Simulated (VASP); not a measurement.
# WAu (F-43m) in VASP: settings compared

The runs below take WAu through single point, with PBEsol, PBE.

All numbers are computed with VASP 6.6.1; they aren't measurements. Logs are shortened: lines on timing, memory, paths and dates and some standing lists are left out, and cuts for length are marked.

## 1. The cell of the first run

Symmetry: F-43m, No. 216, cubic system. The conventional cell has a = 5.746 Å, b = 5.746 Å, c = 5.746 Å, α = 90.00°, β = 90.00°, γ = 90.00°. W (site symmetry -43m) has 4 Au at 2.49 Å within 3.3 Å. Within 3.3 Å of Au (site symmetry -43m) lie 4 W at 2.49 Å.

## 2. Single point, PBEsol

File INCAR:

```
SYSTEM = WAu
PREC     = Accurate       ! precision mode
ENCUT    = 520            ! plane-wave cutoff, eV
EDIFF    = 1E-6           ! SCF threshold, eV
ISMEAR   = -1             ! smearing method
SIGMA    = 0.05           ! smearing width, eV
LREAL    = .False.        ! projectors in reciprocal space
LASPH    = .True.         ! aspherical terms in the spheres
NELM     = 60             ! most SCF steps
ALGO     = Normal         ! electronic algorithm
ISIF     = 2              ! what is computed and relaxed
LWAVE    = .False.        ! write WAVECAR
LCHARG   = .True.         ! write CHGCAR
GGA      = PS             ! functional
LELF     = .True.         ! ELF
LVHAR    = .True.       
NBANDS   = 20             ! bands
```

File KPOINTS:

```
regular mesh
0
Gamma
  8 8 8
  0 0 0
```

File POSCAR:

```
WAu
1.0
    0.0000000000      2.8731330996      2.8731330996
    2.8731330996      0.0000000000      2.8731330996
    2.8731330996      2.8731330996      0.0000000000
W Au
1 1
Direct
    0.0000000000      0.0000000000      0.0000000000
    0.7500000000      0.7500000000      0.7500000000
```

Potentials or basis: VASP PAW PBE potentials, release 64 (W_sv, Au).

Run with:

```
$ cat potpaw_PBE.64/W_sv/POTCAR potpaw_PBE.64/Au/POTCAR > POTCAR
$ mpirun -np 1 vasp_std > vasp.out
```

OUTCAR:

```text
SYSTEM = WAu
   PREC = Accurate
   ENCUT = 520
   EDIFF = 1E-6
   ISMEAR = -1
   LREAL = .False.
   LASPH = .True.
   NELM = 60
   ISIF = 2
   GGA = PS

 ion  position               nearest neighbor table
   1  0.000  0.000  0.000-   2 2.49   2 2.49   2 2.49   2 2.49
   2  0.750  0.750  0.750-   1 2.49   1 2.49   1 2.49   1 2.49

  LATTYP: Found a face centered cubic cell.
 ALAT       =     5.7462661992

  Lattice vectors:

 A1 = (   0.0000000000,   2.8731330996,   2.8731330996)
 A2 = (   2.8731330996,   0.0000000000,   2.8731330996)
 A3 = (   2.8731330996,   2.8731330996,   0.0000000000)

Analysis of symmetry for initial positions (statically):
=====================================================================
 Subroutine PRICEL returns:
 Original cell was already a primitive cell.

 Routine SETGRP: Setting up the symmetry group for a
 face centered cubic supercell.

 Subroutine GETGRP returns: Found 24 space group operations
 (whereof 24 operations were pure point group operations)
 out of a pool of 48 trial point group operations.

The static configuration has the point symmetry T_d .

Analysis of symmetry for dynamics (positions and initial velocities):
=====================================================================
 Subroutine PRICEL returns:
 Original cell was already a primitive cell.

 Routine SETGRP: Setting up the symmetry group for a
 face centered cubic supercell.

 Subroutine GETGRP returns: Found 24 space group operations
 (whereof 24 operations were pure point group operations)
 out of a pool of 48 trial point group operations.

The dynamic configuration has the point symmetry T_d .

 Subroutine INISYM returns: Found 24 space group operations
 (whereof 24 operations are pure point group operations),
 and found     1 'primitive' translations

----------------------------------------------------------------------------------------

                                     Primitive cell

  volume of cell :      47.4348

  direct lattice vectors                    reciprocal lattice vectors
     0.000000000  2.873133100  2.873133100    -0.174026048  0.174026048  0.174026048
     2.873133100  0.000000000  2.873133100     0.174026048 -0.174026048  0.174026048
     2.873133100  2.873133100  0.000000000     0.174026048  0.174026048 -0.174026048

  length of vectors
     4.063223796  4.063223796  4.063223796     0.301421958  0.301421958  0.301421958

  position of ions in fractional coordinates (direct lattice)
     0.000000000  0.000000000  0.000000000
     0.750000000  0.750000000  0.750000000

  ion indices of the primitive-cell ions
   primitive index   ion index
                 1           1
                 2           2

----------------------------------------------------------------------------------------

 KPOINTS: regular mesh

Automatic generation of k-mesh.
 Grid dimensions read from file:
 generate k-points for:    8    8    8

 Generating k-lattice:

  Cartesian coordinates                     Fractional coordinates (reciprocal lattice)
    -0.021753256  0.021753256  0.021753256     0.125000000  0.000000000  0.000000000
     0.021753256 -0.021753256  0.021753256     0.000000000  0.125000000  0.000000000
     0.021753256  0.021753256 -0.021753256     0.000000000  0.000000000  0.125000000

  Length of vectors
     0.037677745  0.037677745  0.037677745

  Shift w.r.t. Gamma in fractional coordinates (k-lattice)
     0.000000000  0.000000000  0.000000000

 Subroutine IBZKPT returns following result:
 ===========================================

 Found     29 irreducible k-points:

 Following reciprocal coordinates:
            Coordinates               Weight
  0.000000  0.000000  0.000000      1.000000
  0.125000  0.000000  0.000000      8.000000
  0.250000  0.000000  0.000000      8.000000
  0.375000  0.000000  0.000000      8.000000
  0.500000  0.000000  0.000000      4.000000
  0.125000  0.125000  0.000000      6.000000
[... 16 lines left out ...]
  0.500000  0.250000  0.125000     48.000000
 -0.375000  0.250000  0.125000     24.000000
 [... further k-points ...]
   k-points           NKPTS =     29   k-points in BZ     NKDIM =     29   number of bands    NBANDS=     20
   number of dos      NEDOS =    301   number of ions     NIONS =      2
   total plane-waves  NPLWV =  27000
   dimension x,y,z NGX =    30 NGY =   30 NGZ =   30
   dimension x,y,z NGXF=    60 NGYF=   60 NGZF=   60
   ions per type =               1   1
   NGX,Y,Z   is equivalent  to a cutoff of  12.27, 12.27, 12.27 a.u.
   NGXF,Y,Z  is equivalent  to a cutoff of  24.55, 24.55, 24.55 a.u.
 SYSTEM =  WAu
   PREC   = accura    normal or accurate (medium, high low for compatibility)
   ISTART =      0    job   : 0-new  1-cont  2-samecut
   ICHARG =      2    charge: 1-file 2-atom 10-const
   ISPIN  =      1    spin polarized calculation?
   LNONCOLLINEAR =      F non collinear calculations
   LSORBIT =      F    spin-orbit coupling
   LASPH  =      T    aspherical Exc in radial PAW
   ENCUT  =  520.0 eV  38.22 Ry    6.18 a.u.   7.55  7.55  7.55*2*pi/ulx,y,z
   NELM   =     60;   NELMIN=  2; NELMDL= -5     # of ELM steps
   EDIFF  = 0.1E-05   stopping-criterion for ELM
   LREAL  =      F    real-space projection
   EDIFFG = 0.1E-04   stopping-criterion for IOM
   NSW    =      0    number of steps for IOM
   IBRION =     -1    ionic relax: 0-MD 1-quasi-New 2-CG
   NFREE  =      0    steps in history (QN), initial steepest desc. (CG)
   ISIF   =      2    stress and relaxation
   ISYM   =      2    0-nonsym 1-usesym 2-fastsym
   POTIM  = 0.5000    time-step for ionic-motion
   TEBEG  =    0.0;   TEEND  =   0.0 temperature during run
   PSTRESS=    0.0 pullay stress
   NELECT =      25.0000    total number of electrons
   NUPDOWN=      -1.0000    fix difference up-down
   EMIN   =  10.00;   EMAX   =-10.00  energy-range for DOS
   EFERMI =   0.00;   METHOD = LEGACY
   ISMEAR =    -1;   SIGMA  =   0.05  broadening in eV -4-tet -1-fermi 0-gaus
   EFERMI_NEDOS =   21; number of points for ismear=-14 and -15
   IALGO  =     38    algorithm
   IMIX   =      4    mixing-type and parameters
     AMIX     =   0.40;   BMIX     =  1.00
     AMIX_MAG =   1.60;   BMIX_MAG =  1.00
  volume/ion in A,a.u.               =      23.72       160.05
  Fermi-wavevector in a.u.,A,eV,Ry     =   1.322378  2.498933 23.792300  1.748685
  Thomas-Fermi vector in A             =   2.452064
   LORBIT       =      0    0 simple, 1 ext, 2 COOP (PROOUT), +10 PAW based schemes
   GGA     = PS    functional components
   LHFCALC =     F    Hartree Fock is set to
   AEXX    =    0.0000 exact exchange contribution
   IVDW    =     0    specifies the selected vdW correction
   LEPSILON=     F    determine dielectric tensor
   LRPA    =     F    only Hartree local field effects (RPA)
 non-spin polarized calculation
  energy-cutoff  :      520.00
  volume of cell :       47.43
 maximum number of plane-waves:      1303
   NGX = 15   NGY = 15   NGZ = 15

 number of electron      25.0000000 magnetization

 Free energy of the ion-electron system (eV)
  ---------------------------------------------------
  ext. energy  EPLUGINS =         0.00000000
  ---------------------------------------------------
  free energy    TOTEN  =       -13.66448499 eV

  energy without entropy =      -13.64583910  energy(sigma->0) =      -13.65516205

 E-fermi :   5.8386     XC(G=0): -11.0056

 val. band max:        5.8032217127   @ k =  -0.3750   0.2500   0.1250
 cond. band min:       5.8789379156   @ k =   0.3750   0.2500   0.0000
 fundamental gap:      0.0757162029
 Fermi energy:         5.8386160531

 k-point     1 :       0.0000    0.0000    0.0000
  band No.  band energies     occupation
      1     -68.4117      2.00000
      2     -32.6091      2.00000
      3     -32.6091      2.00000
      4     -32.6091      2.00000
      5      -1.9148      2.00000
      6      -0.0458      2.00000
[... 12 lines left out ...]
     19      17.0992      0.00000
     20      17.0992      0.00000

 k-point     2 :       0.1250    0.0000    0.0000
  band No.  band energies     occupation
      1     -68.4116      2.00000
      2     -32.6114      2.00000
      3     -32.6089      2.00000
      4     -32.6089      2.00000
      5      -1.6734      2.00000
      6      -0.1485      2.00000
[... 12 lines left out ...]
     19      16.7005      0.00000
     20      16.9776      0.00000

 k-point     3 :       0.2500    0.0000    0.0000
  band No.  band energies     occupation
      1     -68.4112      2.00000
      2     -32.6170      2.00000
      3     -32.6086      2.00000
      4     -32.6086      2.00000
      5      -1.0649      2.00000
      6      -0.1935      2.00000
[... 12 lines left out ...]
     19      15.3999      0.00000
     20      17.4340      0.00000

 k-point     4 :       0.3750    0.0000    0.0000
  band No.  band energies     occupation
      1     -68.4107      2.00000
      2     -32.6226      2.00000
      3     -32.6082      2.00000
      4     -32.6082      2.00000
      5      -0.6075      2.00000
      6      -0.1171      2.00000
[... 12 lines left out ...]
     19      14.4908      0.00000
     20      18.2123      0.00000

 k-point     5 :       0.5000    0.0000    0.0000
  band No.  band energies     occupation
      1     -68.4106      2.00000
      2     -32.6249      2.00000
      3     -32.6081      2.00000
      4     -32.6081      2.00000
      5      -0.5396      2.00000
      6      -0.0107      2.00000
[... 12 lines left out ...]
     19      14.3865      0.00000
     20      18.3602      0.00000
[... 353 lines left out ...]
      6      -0.2839      2.00000
[... 12 lines left out ...]
     19      15.3816      0.00000
     20      16.0073      0.00000

 k-point    22 :       0.3750    0.2500    0.1250
  band No.  band energies     occupation
      1     -68.4109      2.00000
      2     -32.6199      2.00000
      3     -32.6096      2.00000
      4     -32.6083      2.00000
      5      -0.6278      2.00000
      6      -0.4024      2.00000
[... 12 lines left out ...]
     19      15.7520      0.00000
     20      16.7250      0.00000

 k-point    23 :       0.5000    0.2500    0.1250
  band No.  band energies     occupation
      1     -68.4105      2.00000
      2     -32.6225      2.00000
      3     -32.6111      2.00000
      4     -32.6080      2.00000
      5      -0.4442      2.00000
      6      -0.3705      2.00000
[... 12 lines left out ...]
     19      15.7838      0.00000
     20      18.1556      0.00000

 k-point    24 :      -0.3750    0.2500    0.1250
  band No.  band energies     occupation
      1     -68.4104      2.00000
      2     -32.6234      2.00000
      3     -32.6119      2.00000
      4     -32.6079      2.00000
      5      -0.4678      2.00000
      6      -0.2849      2.00000
[... 12 lines left out ...]
     19      15.7284      0.00000
     20      18.8800      0.00000

 [... further k-points ...]
[... 5 lines left out ...]
  --------------------------------------------------------------------------------------
  -------------------------------------------------------------------------------------
  Total        0.0305587      0.0305587      0.0305587     -0.0000000     -0.0000000      0.0000000
  in kB        1.0321629      1.0321629      1.0321629     -0.0000000     -0.0000000      0.0000000
  external PRESSURE =       1.0321629 kB  Pullay stress =       0.0000000 kB

 VOLUME and BASIS-vectors are now :
 -----------------------------------------------------------------------------
  energy-cutoff  :      520.00
  volume of cell :       47.43
      direct lattice vectors                 reciprocal lattice vectors
     0.000000000  2.873133100  2.873133100    -0.174026048  0.174026048  0.174026048
     2.873133100  0.000000000  2.873133100     0.174026048 -0.174026048  0.174026048
     2.873133100  2.873133100  0.000000000     0.174026048  0.174026048 -0.174026048

 POSITION                                       TOTAL-FORCE (eV/Angst)
 -----------------------------------------------------------------------------------
      0.00000      0.00000      0.00000         0.000000      0.000000     -0.000000
      4.30970      4.30970      4.30970        -0.000000     -0.000000      0.000000
 -----------------------------------------------------------------------------------
    total drift:                                0.000001      0.000001      0.000001

  FREE ENERGIE OF THE ION-ELECTRON SYSTEM (eV)
  ---------------------------------------------------
  free  energy   TOTEN  =       -13.6644849904 eV

  energy  without entropy=      -13.6458391024  energy(sigma->0) =      -13.65516205
```

Wall time 38 s (1 thread of AMD EPYC 7R13, shared host); peak memory 0.15 GiB.

What came out:

```
Free energy            : -13.6645 eV
Pressure               : 0.1 GPa
Band gap on the k mesh : zero (an odd number of electrons rules out a gap without spin polarisation)
```

Levels at points of the mesh, in eV from the Fermi level:
| k point | band 9 | band 10 | band 11 | band 12 | band 13 | band 14 | band 15 | band 16 | band 17 | band 18 |
| --- | --- | --- | --- | --- | --- | --- | --- | --- | --- | --- |
| (0.00, 0.00, 0.00) | -5.75 | -5.75 | -0.76 | -0.76 | -0.76 | 1.65 | 1.65 | 8.50 | 11.18 | 11.26 |
| (0.50, 0.00, 0.00) | -5.68 | -5.11 | -1.94 | -0.25 | -0.25 | 1.46 | 1.46 | 2.11 | 8.01 | 8.01 |
| (0.50, 0.50, 0.00) | -5.12 | -4.06 | -2.86 | 0.39 | 1.29 | 1.57 | 1.57 | 2.90 | 3.44 | 3.44 |

Caveat: the PAW data sets were made with another functional, which shifts forces and pressure a little; spin-orbit coupling is left out, which moves the levels of the heavy elements.

## 3. Single point, PBE

This run uses another cell than the first one, of 24.63 Å³/atom.

File INCAR:

```
PREC = Accurate ; ENCUT = 520
EDIFF = 1E-7 ; ISMEAR = -1
SIGMA = 0.05 ; LREAL = F
LASPH = T ; NELM = 60
ALGO = Normal ; ISIF = 2
LWAVE = F ; LCHARG = T
GGA = PE ; LELF = T
LVHAR = T ; NBANDS = 20
```

File KPOINTS:

```
regular mesh
0
Gamma
  8 8 8
```

File POSCAR:

```
WAu
1.0
    0.0000000000      2.9093324735      2.9093324735
    2.9093324735      0.0000000000      2.9093324735
    2.9093324735      2.9093324735      0.0000000000
W Au
1 1
Direct
    0.0000000000      0.0000000000      0.0000000000
    0.7500000000      0.7500000000      0.7500000000
```

Potentials or basis: VASP PAW PBE potentials, release 64 (W_sv, Au).

Run with:

```
$ cat potpaw_PBE.64/W_sv/POTCAR potpaw_PBE.64/Au/POTCAR > POTCAR
$ mpirun -np 1 vasp_std > vasp.out
```

Wall time 31 s (1 thread of AMD EPYC 7R13, shared host); peak memory 0.16 GiB.

It converged, with:

| Item | Value |
| --- | --- |
| Free energy | -12.3250 eV |
| Pressure | 0.0 GPa |
| Band gap on the k mesh | zero (an odd number of electrons rules out a gap without spin polarisation) |

Levels at points of the mesh, in eV from the Fermi level:
```tsv
k point	band 9	band 10	band 11	band 12	band 13	band 14	band 15	band 16	band 17	band 18
(0.00, 0.00, 0.00)	-5.62	-5.62	-0.73	-0.73	-0.73	1.52	1.52	8.36	11.06	11.10
(0.50, 0.00, 0.00)	-5.52	-4.96	-1.83	-0.26	-0.26	1.35	1.35	1.98	7.74	7.74
(0.50, 0.50, 0.00)	-5.01	-3.99	-2.74	0.37	1.24	1.45	1.45	2.70	3.38	3.38
```

Caveat: spin-orbit coupling is left out, which moves the levels of the heavy elements.
